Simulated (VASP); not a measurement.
Wanted: the native input for a VASP 6.6.1 run.

* Task: relaxation of cell and atoms
* Functional: PBE
* Potentials or basis: VASP PAW PBE potentials, release 64 (Al, Be)
* Cutoff: 600 eV
* k mesh: 10 × 10 × 10
* Occupations: fermi-dirac, width 0.05 eV
* Spin: no spin polarisation
* Dipole correction: no
* Further INCAR settings: ALGO = Normal; EDIFF = 1e-06; IBRION = 2; EDIFFG = -0.01; NSW = 60; ISIF = 3

The structure of BeAl3 lies in POSCAR:

```
BeAl3
1.0
   -1.9421910000      1.9421910000      3.8518930000
    1.9421910000     -1.9421910000      3.8518930000
    1.9421910000      1.9421910000     -3.8518930000
Al Be
3 1
Direct
    0.5000000000      0.5000000000      0.0000000000
    0.2500000000      0.7500000000      0.5000000000
    0.7500000000      0.2500000000      0.5000000000
    0.0000000000      0.0000000000      0.0000000000
```

These files were run (other wordings do the same):

INCAR

```
SYSTEM = BeAl3
ALGO = Normal
EDIFF = 1E-6
EDIFFG = -0.01
ENCUT = 600
GGA = PE
IBRION = 2
ISIF = 3
ISMEAR = -1
LASPH = .TRUE.
LCHARG = .FALSE.
LREAL = .FALSE.
LWAVE = .FALSE.
NELM = 60
NSW = 60
PREC = Accurate
SIGMA = 0.05
```

KPOINTS

```
k-points
0
G
  10 10 10
  0 0 0
```

Potentials or basis: VASP PAW PBE potentials, release 64 (Al, Be).

The run is started by

```sh
$ cat potpaw_PBE.64/Al/POTCAR potpaw_PBE.64/Be/POTCAR > POTCAR
$ mpirun -np 1 vasp_std > vasp.out
```

Results of the run:

```
Relaxed volume                         : 14.64 Å³/atom
Relaxed cell                           : a = 4.752 Å, b = 4.752 Å, c = 4.752 Å, α = 131.72°, β = 131.72°, γ = 70.67°
Space group after relaxing (to 0.05 Å) : I4/mmm (No. 139)
Energy gained by relaxing              : 0.4 meV/atom
Ionic steps                            : 4
Pressure after relaxing                : 0.0 GPa
```

Wall time 52 s on 1 thread of Intel(R) Xeon(R) 6975P-C (Granite Rapids), on a shared host, peak memory 0.28 GiB.
